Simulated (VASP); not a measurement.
A run of VASP 6.6.1 is set up as follows.

Contents of INCAR:

```
SYSTEM = Ge
PREC = Accurate
ENCUT = 520
EDIFF = 1E-7
ISMEAR = 0
SIGMA = 0.1
LREAL = .FALSE.
LASPH = .TRUE.
NELM = 80
ALGO = Normal
ISIF = 2
LWAVE = .FALSE.
LCHARG = .FALSE.
LDIPOL = .TRUE.
IDIPOL = 3
DIPOL = 0.5 0.5 0.500
NBANDS = 21
```

Contents of KPOINTS:

```
regular mesh
0
G
  12 12 1
  0 0 0
```

POSCAR

```
Ge
1.0
    3.9580000000      0.0000000000      0.0000000000
   -1.9790000000      3.4277285482      0.0000000000
    0.0000000000      0.0000000000     28.0000000000
Ge
2
Direct
    0.3333333333      0.6666666667      0.5025535714
    0.6666666667      0.3333333333      0.4974464286
```

Potentials or basis: VASP PAW LDA potentials, release 64 (Ge_d).

The run is started by

```bash
$ cat potpaw_LDA.64/Ge_d/POTCAR > POTCAR
$ mpirun -np 1 vasp_std > vasp.out
```

Problem. Estimate the largest force.

Solution. 0.317 eV/Å.

Problem. Predict the band gap on the k mesh.

Solution. Zero (band 14 reaches -3.47 eV, above the bottom of band 15 at -4.04 eV).

Forces in eV/Å, atoms in the order of the input:
```
Ge   0.000  0.000  0.317
Ge   0.000  0.000 -0.317
```
